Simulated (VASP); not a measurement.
# Au (Fm-3m) in VASP: single point with PBEsol

Aim: the single point of Au with PBEsol.

Program: VASP 6.6.1. These are calculated values, not measurements. Logs are shortened: lines on timing, memory, paths and dates and some standing lists are left out, and cuts for length are marked.

## Step 1: The cell of the first run

Symmetry: Fm-3m, No. 225, cubic system. Conventional cell: a = 4.084 Å, b = 4.084 Å, c = 4.084 Å, α = 90.00°, β = 90.00°, γ = 90.00°. Within 3.8 Å of Au (site symmetry m-3m) lie 12 Au at 2.89 Å.

## Step 2: Single point, PBEsol, non-collinear spin, zero start, spin-orbit coupling

Contents of INCAR:

```
SYSTEM = Au
ALGO = Normal
EDIFF = 1E-6
ENCUT = 520
GGA = PS
GGA_COMPAT = .FALSE.
ISIF = 2
ISMEAR = 0
LASPH = .TRUE.
LCHARG = .FALSE.
LMAXMIX = 4
LORBIT = 11
LORBMOM = .TRUE.
LREAL = .FALSE.
LSORBIT = .TRUE.
LWAVE = .FALSE.
MAGMOM = 0 0 0
NBANDS = 22
NELM = 150
PREC = Accurate
SIGMA = 0.1
```

Contents of KPOINTS:

```
k-points
0
G
  18 18 18
  0 0 0
```

Contents of POSCAR:

```
Au
1.0
    0.0000000000      2.0418614720      2.0418614720
    2.0418614720      0.0000000000      2.0418614720
    2.0418614720      2.0418614720      0.0000000000
Au
1
Direct
    0.0000000000      0.0000000000      0.0000000000
```

Potentials or basis: VASP PAW PBE potentials, release 64 (Au).

Command:

```bash
> cat potpaw_PBE.64/Au/POTCAR > POTCAR
> mpirun -np 1 vasp_ncl > vasp.out
```

OUTCAR:

```text
SYSTEM = Au
   EDIFF = 1E-6
   ENCUT = 520
   GGA = PS
   ISIF = 2
   ISMEAR = 0
   LASPH = .TRUE.
   LORBIT = 11
   LREAL = .FALSE.
   LSORBIT = .TRUE.
   NELM = 150
   PREC = Accurate

 ion  position               nearest neighbor table
   1  0.000  0.000  0.000-

  LATTYP: Found a face centered cubic cell.
 ALAT       =     4.0837229440

  Lattice vectors:

 A1 = (   0.0000000000,   2.0418614720,   2.0418614720)
 A2 = (   2.0418614720,   0.0000000000,   2.0418614720)
 A3 = (   2.0418614720,   2.0418614720,   0.0000000000)

Analysis of symmetry for initial positions (statically):
=====================================================================
 Subroutine PRICEL returns:
 Original cell was already a primitive cell.

 Routine SETGRP: Setting up the symmetry group for a
 face centered cubic supercell.

 Subroutine GETGRP returns: Found 48 space group operations
 (whereof 48 operations were pure point group operations)
 out of a pool of 48 trial point group operations.

The static configuration has the point symmetry O_h .

Analysis of symmetry for dynamics (positions and initial velocities):
=====================================================================
 Subroutine PRICEL returns:
 Original cell was already a primitive cell.

 Routine SETGRP: Setting up the symmetry group for a
 face centered cubic supercell.

 Subroutine GETGRP returns: Found 48 space group operations
 (whereof 48 operations were pure point group operations)
 out of a pool of 48 trial point group operations.

The dynamic configuration has the point symmetry O_h .

Analysis of structural, dynamic, and magnetic symmetry:
=====================================================================
 Subroutine PRICEL returns:
 Original cell was already a primitive cell.

 Routine SETGRP: Setting up the symmetry group for a
 face centered cubic supercell.

 Subroutine GETGRP returns: Found 48 space group operations
 (whereof 48 operations were pure point group operations)
 out of a pool of 48 trial point group operations.

The overall configuration has the point symmetry O_h .

 Subroutine INISYM returns: Found 48 space group operations
 (whereof 48 operations are pure point group operations),
 and found     1 'primitive' translations

----------------------------------------------------------------------------------------

                                     Primitive cell

  volume of cell :      17.0259

  direct lattice vectors                    reciprocal lattice vectors
     0.000000000  2.041861472  2.041861472    -0.244874595  0.244874595  0.244874595
     2.041861472  0.000000000  2.041861472     0.244874595 -0.244874595  0.244874595
     2.041861472  2.041861472  0.000000000     0.244874595  0.244874595 -0.244874595

  length of vectors
     2.887628186  2.887628186  2.887628186     0.424135239  0.424135239  0.424135239

  position of ions in fractional coordinates (direct lattice)
     0.000000000  0.000000000  0.000000000

  ion indices of the primitive-cell ions
   primitive index   ion index
                 1           1

----------------------------------------------------------------------------------------

 KPOINTS: k-points

Automatic generation of k-mesh.
 Grid dimensions read from file:
 generate k-points for:   18   18   18

 Generating k-lattice:

  Cartesian coordinates                     Fractional coordinates (reciprocal lattice)
    -0.013604144  0.013604144  0.013604144     0.055555556  0.000000000  0.000000000
     0.013604144 -0.013604144  0.013604144     0.000000000  0.055555556  0.000000000
     0.013604144  0.013604144 -0.013604144     0.000000000  0.000000000  0.055555556

  Length of vectors
     0.023563069  0.023563069  0.023563069

  Shift w.r.t. Gamma in fractional coordinates (k-lattice)
     0.000000000  0.000000000  0.000000000

 Subroutine IBZKPT returns following result:
 ===========================================

 Found    195 irreducible k-points:

[... 44 lines left out ...]
   NELM   =    150;   NELMIN=  2; NELMDL= -5     # of ELM steps
   EDIFF  = 0.1E-05   stopping-criterion for ELM
   LREAL  =      F    real-space projection
   EDIFFG = 0.1E-04   stopping-criterion for IOM
   NSW    =      0    number of steps for IOM
   IBRION =     -1    ionic relax: 0-MD 1-quasi-New 2-CG
   NFREE  =      0    steps in history (QN), initial steepest desc. (CG)
   ISIF   =      2    stress and relaxation
   ISYM   =      2    0-nonsym 1-usesym 2-fastsym
   POTIM  = 0.5000    time-step for ionic-motion
   TEBEG  =    0.0;   TEEND  =   0.0 temperature during run
   PSTRESS=    0.0 pullay stress
   NELECT =      11.0000    total number of electrons
   NUPDOWN=      -1.0000    fix difference up-down
   EMIN   =  10.00;   EMAX   =-10.00  energy-range for DOS
   EFERMI =   0.00;   METHOD = LEGACY
   ISMEAR =     0;   SIGMA  =   0.10  broadening in eV -4-tet -1-fermi 0-gaus
   EFERMI_NEDOS =   21; number of points for ismear=-14 and -15
   IALGO  =     38    algorithm
   IMIX   =      4    mixing-type and parameters
     AMIX     =   0.40;   BMIX     =  1.00
     AMIX_MAG =   1.60;   BMIX_MAG =  1.00
  volume/ion in A,a.u.               =      17.03       114.90
  Fermi-wavevector in a.u.,A,eV,Ry     =   1.415260  2.674453 27.251923  2.002960
  Thomas-Fermi vector in A             =   2.536717
   LORBIT       =     11    0 simple, 1 ext, 2 COOP (PROOUT), +10 PAW based schemes
   GGA     = PS    functional components
   LHFCALC =     F    Hartree Fock is set to
   AEXX    =    0.0000 exact exchange contribution
   IVDW    =     0    specifies the selected vdW correction
   LEPSILON=     F    determine dielectric tensor
   LRPA    =     F    only Hartree local field effects (RPA)
 Gauss-broadening in eV      SIGMA  =   0.10
  energy-cutoff  :      520.00
  volume of cell :       17.03
 maximum number of plane-waves:       946
 NGX is ok and might be reduce to    24
   NGX = 11   NGY = 11   NGZ = 11

 number of electron      11.0000000 magnetization       0.0000000      0.0000000      0.0000000

 number of electron      11.0000000 magnetization      -0.0000000      0.0000000     -0.0000000

 number of electron      11.0000000 magnetization       0.0000000     -0.0000000      0.0000000

 Free energy of the ion-electron system (eV)
  ---------------------------------------------------
  ext. energy  EPLUGINS =         0.00000000
  ---------------------------------------------------
  free energy    TOTEN  =        -4.21856657 eV

  energy without entropy =       -4.21705702  energy(sigma->0) =       -4.21781180

 E-fermi :   9.3217     XC(G=0): -12.8976

 val. band max:        9.3062472255   @ k =   0.5000   0.1667   0.0556
 cond. band min:       9.3425146845   @ k =   0.5000   0.2778   0.1111
 fundamental gap:      0.0362674590
 Fermi energy:         9.3217312814

 k-point     1 :       0.0000    0.0000    0.0000
  band No.  band energies     occupation
      1      -0.6378      1.00000
      2      -0.6378      1.00000
      3       3.9820      1.00000
      4       3.9820      1.00000
      5       3.9820      1.00000
      6       3.9820      1.00000
[... 589 lines left out ...]
     21      30.8325      0.00000
     22      30.8325      0.00000

 [... further k-points ...]

------------------------ aborting loop because EDIFF is reached ----------------------------------------

  FORCE on cell =-STRESS in cart. coord.  units (eV):
  Direction    XX          YY          ZZ          XY          YZ          ZX
  --------------------------------------------------------------------------------------
  -------------------------------------------------------------------------------------
  Total       -0.1507645     -0.1507645     -0.1507645      0.0000000      0.0000000     -0.0000000
  in kB      -14.1873353    -14.1873353    -14.1873353      0.0000000      0.0000000     -0.0000000
  external PRESSURE =     -14.1873353 kB  Pullay stress =       0.0000000 kB

 VOLUME and BASIS-vectors are now :
 -----------------------------------------------------------------------------
  energy-cutoff  :      520.00
  volume of cell :       17.03
      direct lattice vectors                 reciprocal lattice vectors
     0.000000000  2.041861472  2.041861472    -0.244874595  0.244874595  0.244874595
     2.041861472  0.000000000  2.041861472     0.244874595 -0.244874595  0.244874595
     2.041861472  2.041861472  0.000000000     0.244874595  0.244874595 -0.244874595

 POSITION                                       TOTAL-FORCE (eV/Angst)
 -----------------------------------------------------------------------------------
      0.00000      0.00000      0.00000         0.000000      0.000000      0.000000
 -----------------------------------------------------------------------------------
    total drift:                               -0.000000      0.000000     -0.000000

  FREE ENERGIE OF THE ION-ELECTRON SYSTEM (eV)
  ---------------------------------------------------
  free  energy   TOTEN  =        -4.2185665668 eV

  energy  without entropy=       -4.2170570248  energy(sigma->0) =       -4.21781180

 orbital moment (x)

 # of ion     p       d       tot
 ----------------------------------------
  1         0.000  -0.000  -0.000
 ----------------------------------------
            0.000  -0.000  -0.000

 orbital moment (y)

 # of ion     p       d       tot
 ----------------------------------------
  1         0.000   0.000   0.000
 ----------------------------------------
            0.000   0.000   0.000

 orbital moment (z)

 # of ion     p       d       tot
 ----------------------------------------
  1         0.000   0.000   0.000
 ----------------------------------------
            0.000   0.000   0.000

 Spin-Orbit-Coupling matrix elements

 Ion:    1  E_soc:     -0.5907602
 l=   1
     0.0000000    -0.0266868    -0.0266868
    -0.0266868     0.0000000    -0.0266868
    -0.0266868    -0.0266868     0.0000000
 l=   2
     0.0000000    -0.0156492     0.0000000    -0.0156492    -0.0561241
    -0.0156492     0.0000000    -0.0420930    -0.0156492    -0.0140310
     0.0000000    -0.0420930     0.0000000    -0.0420930     0.0000000
    -0.0156492    -0.0156492    -0.0420930     0.0000000    -0.0140310
    -0.0561241    -0.0140310     0.0000000    -0.0140310     0.0000000
 l=   3
     0.0000000     0.0000000     0.0000000     0.0000000     0.0000000     0.0000000     0.0000000
     0.0000000     0.0000000     0.0000000     0.0000000     0.0000000     0.0000000     0.0000000
     0.0000000     0.0000000     0.0000000     0.0000000     0.0000000     0.0000000     0.0000000
     0.0000000     0.0000000     0.0000000     0.0000000     0.0000000     0.0000000     0.0000000
     0.0000000     0.0000000     0.0000000     0.0000000     0.0000000     0.0000000     0.0000000
     0.0000000     0.0000000     0.0000000     0.0000000     0.0000000     0.0000000     0.0000000
     0.0000000     0.0000000     0.0000000     0.0000000     0.0000000     0.0000000     0.0000000

 total charge

# of ion       s       p       d       tot
------------------------------------------
    1        0.538   0.374   8.728   9.640

 magnetization (x)

# of ion       s       p       d       tot
------------------------------------------
    1       -0.000  -0.000  -0.000  -0.000

 magnetization (y)

# of ion       s       p       d       tot
------------------------------------------
    1        0.000   0.000  -0.000   0.000

 magnetization (z)

# of ion       s       p       d       tot
------------------------------------------
    1        0.000   0.000   0.000   0.000
```

Run time: 1.8 min. Hardware: 1 thread of Intel Xeon Platinum 8259CL at 2.50GHz (Skylake/Cascade Lake), shared host; peak memory 0.27 GiB.

Results:

```
Free energy                                           : -4.2186 eV
Pressure                                              : -1.4 GPa
Net moment                                            : 0.00 μB per cell
Valence electrons inside the program's atomic spheres : Au 9.64
```

Moments on the atoms (μB; x, y, z):
```
Au  0.00 0.00 0.00
```

Caveat: the PAW data sets were made with another functional, which shifts forces and pressure a little.
